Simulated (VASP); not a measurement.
Wanted: the native input for a VASP 6.6.1 run.

| Item | Value |
| --- | --- |
| Task | single point |
| Functional | r2SCAN0 |
| Potentials or basis | VASP PAW PBE potentials, release 64 (Si, F) |
| Cutoff | 520 eV |
| k mesh | 6 × 6 × 6 |
| Occupations | fermi-dirac, width 0.05 eV |
| Spin | no spin polarisation |
| Dipole correction | no |
| Grid for exact exchange (PRECFOCK) | Normal |
| Further INCAR settings | ALGO = Normal; EDIFF = 1e-06; NBANDS = 12 |
| Share of exact exchange | 0.25 |

SiF:

```xyz
2
Lattice="1.3205 0.7624 3.8456 -1.3205 0.7624 3.8456 0.0000 -1.5248 3.8456" Properties=species:S:1:pos:R:3 pbc="T T T"
Si    0.0000    0.0000    5.7684
F     0.0000    0.0000    0.0000
```

The input as run:

POSCAR

```
SiF
1.0
    1.3205085931      0.7623949358      3.8456236766
   -1.3205085931      0.7623949358      3.8456236766
    0.0000000000     -1.5247898716      3.8456236766
Si F
1 1
Direct
    0.5000000000      0.5000000000      0.5000000000
    0.0000000000      0.0000000000      0.0000000000
```

INCAR.step1

```
SYSTEM = SiF
PREC = Accurate
ENCUT = 520
EDIFF = 1E-5
ISMEAR = -1
SIGMA = 0.05
LREAL = .FALSE.
LASPH = .TRUE.
NELM = 60
ALGO = Normal
ISIF = 2
LWAVE = .TRUE.
LCHARG = .FALSE.
GGA = PE
NBANDS = 12
```

INCAR.step2

```
SYSTEM = SiF
PREC = Accurate
ENCUT = 520
EDIFF = 1E-6
ISMEAR = -1
SIGMA = 0.05
LREAL = .FALSE.
LASPH = .TRUE.
NELM = 60
ALGO = Normal
ISIF = 2
LWAVE = .FALSE.
LCHARG = .FALSE.
METAGGA = R2SCAN
LHFCALC = .TRUE.
AEXX = 0.25
LMIXTAU = .TRUE.
PRECFOCK = Normal
ISTART = 1
NBANDS = 12
```

KPOINTS

```
Automatic mesh
0
G
  6 6 6
  0 0 0
```

Potentials or basis: VASP PAW PBE potentials, release 64 (Si, F).

Command:

```console
$ cat potpaw_PBE.64/Si/POTCAR potpaw_PBE.64/F/POTCAR > POTCAR
$ cp INCAR.step1 INCAR
$ mpirun -np 1 vasp_std > vasp.out
$ cp INCAR.step2 INCAR
$ mpirun -np 1 vasp_std > vasp.out
```

Results of the run:

```yaml
Pressure: -0.5 GPa
Band_gap_on_the_k_mesh: zero (an odd number of electrons rules out a gap without spin polarisation)
```

Caveat: the k points lie up to 0.47 Å⁻¹ apart, too coarse for converged energies and pressures of a metal; the PAW data sets were made with another functional, which shifts forces and pressure a little; an odd number of electrons without spin polarisation forces a metal; a magnetic or distorted state may lie lower.

Run time: 37 min on 1 thread of Intel(R) Xeon(R) Platinum 8259CL CPU @ 2.50GHz (Skylake/Cascade Lake), with other jobs on the host, peak memory 0.19 GiB.
